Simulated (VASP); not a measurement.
TiZn, 2 atoms in the cell. Symmetry: Pm-3m, No. 221, cubic system. The conventional cell has a = 3.200 Å, b = 3.200 Å, c = 3.200 Å, α = 90.00°, β = 90.00°, γ = 90.00°. Ti (site symmetry m-3m) has 8 Zn at 2.77 Å and 6 Ti at 3.20 Å within 3.7 Å. Zn (site symmetry m-3m) has 8 Ti at 2.77 Å and 6 Zn at 3.20 Å within 3.7 Å. 

| Property | Result |
| --- | --- |
| Program | VASP 6.6.1 |
| Task | single point |
| Functional | PBEsol |
| Potentials or basis | VASP PAW PBE potentials, release 64 (Ti_sv, Zn) |
| Cutoff | 520 eV |
| k mesh | 9 × 9 × 9 |
| Occupations | fermi-dirac, width 0.1 eV |
| Spin | no spin polarisation |
| Dipole correction | no |
| Further INCAR settings | ALGO = Normal; EDIFF = 1e-07; NBANDS = 19 |

Potentials or basis: VASP PAW PBE potentials, release 64 (Ti_sv, Zn).

Run with:

```console
$ cat potpaw_PBE.64/Ti_sv/POTCAR potpaw_PBE.64/Zn/POTCAR > POTCAR
$ mpirun -np 1 vasp_std > vasp.out
```

Hardware: 1 thread of Intel Xeon 6975P-C (shared host).

Task: Estimate the wall time of this run.

Result: Run time: 17 s on 1 thread of Intel Xeon 6975P-C, on a shared host, peak memory 0.15 GiB. Counts: scf iterations 14, k points 35.
